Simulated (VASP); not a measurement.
# Pb in VASP: further runs, part 2 of 2

VASP 6.6.1.

### 4 Single point, PBEsol, non-collinear spin, zero start, spin-orbit coupling

Contents of INCAR:

```
SYSTEM = Pb
PREC = Accurate
ENCUT = 520
EDIFF = 1E-6
ISMEAR = -1
SIGMA = 0.05
LREAL = .FALSE.
LASPH = .TRUE.
NELM = 150
ALGO = Normal
ISIF = 2
LWAVE = .FALSE.
LCHARG = .TRUE.
MAGMOM = 0 0 0 0 0 0
LORBIT = 11
LSORBIT = .TRUE.
GGA_COMPAT = .FALSE.
LORBMOM = .TRUE.
GGA = PS
LVHAR = .TRUE.
NBANDS = 40
```

Contents of KPOINTS:

```
regular mesh
0
G
  9 9 5
  0 0 0
```

Contents of POSCAR:

```
Pb
1.0
    3.0386068135     -1.7503199600      0.0000000000
    3.0386068135      1.7503199600      0.0000000000
   -2.1154626375      0.0000000000      6.0952248674
Pb
2
Direct
    0.9085084100      0.9085084100      0.7262922000
    0.0914915900      0.0914915900      0.2737078000
```

Potentials or basis: VASP PAW PBE potentials, release 64 (Pb_d).

Run with:

```console
> cat potpaw_PBE.64/Pb_d/POTCAR > POTCAR
> mpirun -np 1 vasp_ncl > vasp.out
```

OUTCAR:

```text
SYSTEM = Pb
   PREC = Accurate
   ENCUT = 520
   EDIFF = 1E-6
   ISMEAR = -1
   LREAL = .FALSE.
   LASPH = .TRUE.
   NELM = 150
   ISIF = 2
   LORBIT = 11
   LSORBIT = .TRUE.
   GGA = PS

 ion  position               nearest neighbor table
   1  0.909  0.909  0.726-   2 3.34   2 3.41   2 3.41   2 3.45
   2  0.091  0.091  0.274-   1 3.34   1 3.41   1 3.41   1 3.45

  LATTYP: Found a base centered monoclinic cell.
 ALAT       =     6.0772136270
 B/A-ratio  =     0.5760271293
 C/A-ratio  =     1.0616534713
 COS(beta)  =    -0.3278823751

  Lattice vectors:

 A1 = (   3.0386068135,  -1.7503199600,   0.0000000000)
 A2 = (   3.0386068135,   1.7503199600,   0.0000000000)
 A3 = (  -2.1154626375,   0.0000000000,   6.0952248674)

Analysis of symmetry for initial positions (statically):
=====================================================================
 Subroutine PRICEL returns:
 Original cell was already a primitive cell.

 Routine SETGRP: Setting up the symmetry group for a
 base centered monoclinic supercell.

 Subroutine GETGRP returns: Found  4 space group operations
 (whereof  4 operations were pure point group operations)
 out of a pool of  4 trial point group operations.

The static configuration has the point symmetry C_2h.

Analysis of symmetry for dynamics (positions and initial velocities):
=====================================================================
 Subroutine PRICEL returns:
 Original cell was already a primitive cell.

 Routine SETGRP: Setting up the symmetry group for a
 base centered monoclinic supercell.

 Subroutine GETGRP returns: Found  4 space group operations
 (whereof  4 operations were pure point group operations)
 out of a pool of  4 trial point group operations.

The dynamic configuration has the point symmetry C_2h.

Analysis of structural, dynamic, and magnetic symmetry:
=====================================================================
 Subroutine PRICEL returns:
 Original cell was already a primitive cell.

 Routine SETGRP: Setting up the symmetry group for a
 base centered monoclinic supercell.

 Subroutine GETGRP returns: Found  4 space group operations
 (whereof  4 operations were pure point group operations)
 out of a pool of  4 trial point group operations.

The overall configuration has the point symmetry C_2h.

 Subroutine INISYM returns: Found  4 space group operations
 (whereof  4 operations are pure point group operations),
 and found     1 'primitive' translations

----------------------------------------------------------------------------------------

                                     Primitive cell

  volume of cell :      64.8353

  direct lattice vectors                    reciprocal lattice vectors
     3.038606813 -1.750319960  0.000000000     0.164549095 -0.285662057  0.057109864
     3.038606813  1.750319960  0.000000000     0.164549095  0.285662057  0.057109864
    -2.115462637  0.000000000  6.095224867     0.000000000  0.000000000  0.164062856

  length of vectors
     3.506672401  3.506672401  6.451894943     0.334575480  0.334575480  0.164062856

  position of ions in fractional coordinates (direct lattice)
     0.908508410  0.908508410  0.726292200
     0.091491590  0.091491590  0.273707800

  ion indices of the primitive-cell ions
   primitive index   ion index
                 1           1
[... 1170 lines left out ...]
  -------------------------------------------------------------------------------------
  Total       -0.6895437     -0.5591551     -0.7255025      0.0000000      0.0000000     -0.0056576
  in kB      -17.0396505    -13.8175541    -17.9282468      0.0000000      0.0000000     -0.1398068
  external PRESSURE =     -16.2618171 kB  Pullay stress =       0.0000000 kB

 VOLUME and BASIS-vectors are now :
 -----------------------------------------------------------------------------
  energy-cutoff  :      520.00
  volume of cell :       64.84
      direct lattice vectors                 reciprocal lattice vectors
     3.038606813 -1.750319960  0.000000000     0.164549095 -0.285662057  0.057109864
     3.038606813  1.750319960  0.000000000     0.164549095  0.285662057  0.057109864
    -2.115462637  0.000000000  6.095224867     0.000000000  0.000000000  0.164062856

 POSITION                                       TOTAL-FORCE (eV/Angst)
 -----------------------------------------------------------------------------------
      3.98476      0.00000      4.42691         0.019787      0.000000     -0.098732
     -0.02300      0.00000      1.66831        -0.019787      0.000000      0.098732
 -----------------------------------------------------------------------------------
    total drift:                                0.000000      0.000000      0.000000

  FREE ENERGIE OF THE ION-ELECTRON SYSTEM (eV)
  ---------------------------------------------------
  free  energy   TOTEN  =        -8.9642556976 eV

  energy  without entropy=       -8.9538598813  energy(sigma->0) =       -8.95905779

 orbital moment (x)

 # of ion     p       d       tot
 ----------------------------------------
  1        -0.000   0.000  -0.000
  2        -0.000   0.000  -0.000
 ----------------------------------------
           -0.000   0.000  -0.000

 orbital moment (y)

 # of ion     p       d       tot
 ----------------------------------------
  1         0.000  -0.000   0.000
  2         0.000  -0.000   0.000
 ----------------------------------------
            0.000  -0.000   0.000

 orbital moment (z)

 # of ion     p       d       tot
 ----------------------------------------
  1         0.000   0.000   0.000
  2         0.000   0.000   0.000
 ----------------------------------------
            0.000   0.000   0.000

 Spin-Orbit-Coupling matrix elements

 Ion:    1  E_soc:     -1.1661764
 l=   1
     0.0000000    -0.1268659    -0.1263534
    -0.1268659     0.0000000    -0.1275557
    -0.1263534    -0.1275557     0.0000000
 l=   2
     0.0000000    -0.0134967     0.0000000    -0.0135075    -0.0540634
    -0.0134967     0.0000000    -0.0403674    -0.0135510    -0.0134947
     0.0000000    -0.0403674     0.0000000    -0.0403447     0.0000000
    -0.0135075    -0.0135510    -0.0403447     0.0000000    -0.0134878
    -0.0540634    -0.0134947     0.0000000    -0.0134878     0.0000000
 l=   3
     0.0000000     0.0000000     0.0000000     0.0000000     0.0000000     0.0000000     0.0000000
     0.0000000     0.0000000     0.0000000     0.0000000     0.0000000     0.0000000     0.0000000
     0.0000000     0.0000000     0.0000000     0.0000000     0.0000000     0.0000000     0.0000000
     0.0000000     0.0000000     0.0000000     0.0000000     0.0000000     0.0000000     0.0000000
     0.0000000     0.0000000     0.0000000     0.0000000     0.0000000     0.0000000     0.0000000
     0.0000000     0.0000000     0.0000000     0.0000000     0.0000000     0.0000000     0.0000000
     0.0000000     0.0000000     0.0000000     0.0000000     0.0000000     0.0000000     0.0000000

 Ion:    2  E_soc:     -1.1661764
 l=   1
     0.0000000    -0.1268659    -0.1263534
    -0.1268659     0.0000000    -0.1275557
    -0.1263534    -0.1275557     0.0000000
 l=   2
     0.0000000    -0.0134967     0.0000000    -0.0135075    -0.0540634
    -0.0134967     0.0000000    -0.0403674    -0.0135510    -0.0134947
     0.0000000    -0.0403674     0.0000000    -0.0403447     0.0000000
    -0.0135075    -0.0135510    -0.0403447     0.0000000    -0.0134878
    -0.0540634    -0.0134947     0.0000000    -0.0134878     0.0000000
 l=   3
     0.0000000     0.0000000     0.0000000     0.0000000     0.0000000     0.0000000     0.0000000
     0.0000000     0.0000000     0.0000000     0.0000000     0.0000000     0.0000000     0.0000000
     0.0000000     0.0000000     0.0000000     0.0000000     0.0000000     0.0000000     0.0000000
     0.0000000     0.0000000     0.0000000     0.0000000     0.0000000     0.0000000     0.0000000
     0.0000000     0.0000000     0.0000000     0.0000000     0.0000000     0.0000000     0.0000000
     0.0000000     0.0000000     0.0000000     0.0000000     0.0000000     0.0000000     0.0000000
     0.0000000     0.0000000     0.0000000     0.0000000     0.0000000     0.0000000     0.0000000

 total charge

# of ion       s       p       d       tot
------------------------------------------
    1        1.380   0.758   9.807  11.946
    2        1.380   0.758   9.807  11.946
--------------------------------------------------
tot          2.761   1.516  19.615  23.891

 magnetization (x)

# of ion       s       p       d       tot
------------------------------------------
    1        0.000   0.000   0.000   0.000
    2        0.000   0.000   0.000   0.000
--------------------------------------------------
tot          0.000   0.000   0.000   0.000

 magnetization (y)

# of ion       s       p       d       tot
------------------------------------------
    1       -0.000  -0.000  -0.000  -0.000
    2       -0.000  -0.000  -0.000  -0.000
--------------------------------------------------
tot         -0.000  -0.000  -0.000  -0.000

 magnetization (z)

# of ion       s       p       d       tot
------------------------------------------
    1        0.000   0.000   0.000   0.000
    2        0.000   0.000   0.000   0.000
--------------------------------------------------
tot          0.000   0.000   0.000   0.000
```

It took 11 min on 1 thread of Oxide Virtual Turin-like, shared host; peak memory 0.55 GiB.

Results:

```
Free energy                                           : -8.9643 eV
Pressure                                              : -1.6 GPa
Largest force                                         : 0.101 eV/Å
Net moment                                            : 0.00 μB per cell
Valence electrons inside the program's atomic spheres : Pb 11.95
```

Forces in eV/Å, atoms in the order of the input:
```
Pb   0.020  0.000 -0.099
Pb  -0.020  0.000  0.099
```

Moments on the atoms (μB; x, y, z):
```
Pb  0.00 0.00 0.00
Pb  0.00 0.00 0.00
```

Caveat: the PAW data sets were made with another functional, which shifts forces and pressure a little.
